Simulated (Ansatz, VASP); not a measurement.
Two plane-wave programs on SnO2

```
CELL_PARAMETERS angstrom
4.67397 0.00000 0.00000
0.00000 4.67397 0.00000
0.00000 0.00000 3.14343
ATOMIC_POSITIONS crystal
Sn 0.00000 0.00000 0.00000
Sn 0.50000 0.50000 0.50000
O 0.30540 0.30540 0.00000
O 0.19460 0.80540 0.50000
O 0.69460 0.69460 0.00000
O 0.80540 0.19460 0.50000
```

Change from the starting cell: volume scaled by 0.96, ions relaxed.

Alike in both runs: task relaxation of the atoms; functional PBE; k mesh 7 × 7 × 9; occupations fermi-dirac, width 0.02 eV; no spin polarisation.

|  | VASP | Ansatz |
| --- | --- | --- |
| version | VASP 6.6.1 | Ansatz 0.2.0 |
| potentials or method | VASP PAW PBE potentials, release 64 (Sn_d, O) | plane-wave PAW, scalar-relativistic |
| plane-wave cutoff (eV) | 520 | 420 |
| valence electrons in the cell | 52 | 52 |

Ansatz gave:

```
gap on the k mesh at the Fermi level, each at its own relaxed structure (eV) : 1.72
```

Problem. Which values does VASP return?

Solution. gap on the k mesh at the Fermi level, each at its own relaxed structure (eV): 1.71.

Ansatz's warnings: stress scf threshold loose.
